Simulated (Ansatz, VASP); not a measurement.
**PbS in VASP and in Ansatz**

INCAR

```
ALGO = Normal
EDIFF = 1E-7
ENCUT = 520
ISIF = 2
ISMEAR = -1
LASPH = True
LCHARG = False
LREAL = False
LWAVE = False
NBANDS = 28
NELM = 60
PREC = Accurate
SIGMA = 0.05
```

The input KPOINTS:

```
k-points
0
Gamma
  7 7 6
```

POSCAR

```
PbS
1.0
    2.0799526950     -5.9912968650      0.0000000000
    2.0799526950      5.9912968650      0.0000000000
    0.0000000000      0.0000000000      4.2793209400
Pb S
2 2
Direct
    0.1305633500      0.8694366500      0.2500000000
    0.8694366500      0.1305633500      0.7500000000
    0.3547970900      0.6452029100      0.2500000000
    0.6452029100      0.3547970900      0.7500000000
```

input.yaml

```yaml
crystal:
  lattice:
    - [2.079952695, -5.991296865, 0.0]
    - [2.079952695, 5.991296865, 0.0]
    - [0.0, 0.0, 4.27932094]
  atoms:
    - { symbol: Pb, position: [0.13056335, 0.86943665, 0.25] }
    - { symbol: Pb, position: [0.86943665, 0.13056335, 0.75] }
    - { symbol: S, position: [0.35479709, 0.64520291, 0.25] }
    - { symbol: S, position: [0.64520291, 0.35479709, 0.75] }
kpoints:
  mp_grid: { grid: [7, 7, 6] }
scf:
  occupations: { method: fermi_dirac, width: 0.05 }
hamiltonian:
  xc: lda
  pseudopotentials: { kind: all_electron, lapw: { basis_error: 0.002 } }
output:
  forces: true
  stress: true
  eigenvalues: true
```

Alike in both runs: task single point; functional LDA; k mesh 7 × 7 × 6; occupations fermi-dirac, width 0.05 eV; no spin polarisation.

```csv
,VASP,Ansatz
version,VASP 6.6.1,Ansatz 0.2.0
potentials or method,"VASP PAW LDA potentials, release 64 (Pb_d, S), cutoff 520 eV","all-electron LAPW, scalar-relativistic"
```

VASP gave:

```
gap on the k mesh at the Fermi level (eV)                     : 1.10
least direct gap on the mesh (eV)                             : 1.28
pressure (GPa)                                                : -3.5
traceless stress, the component that is largest in VASP (GPa) : 0.42
rms of the force components (eV/Å)                            : 0.046
```

Q: What did Ansatz give for the same quantities?

A: gap on the k mesh at the Fermi level (eV): 1.11; least direct gap on the mesh (eV): 1.29; pressure (GPa): -3.5; traceless stress, the component that is largest in VASP (GPa): 0.44; rms of the force components (eV/Å): 0.051.

LDA's correlation is that of Perdew and Zunger in VASP and of Perdew and Wang (1992) in Ansatz. Atom by atom the forces differ by 0.005 eV/Å (rms over components). Ansatz ran all-electron here, and VASP with PAW potentials.

Neither program's run includes spin-orbit coupling.
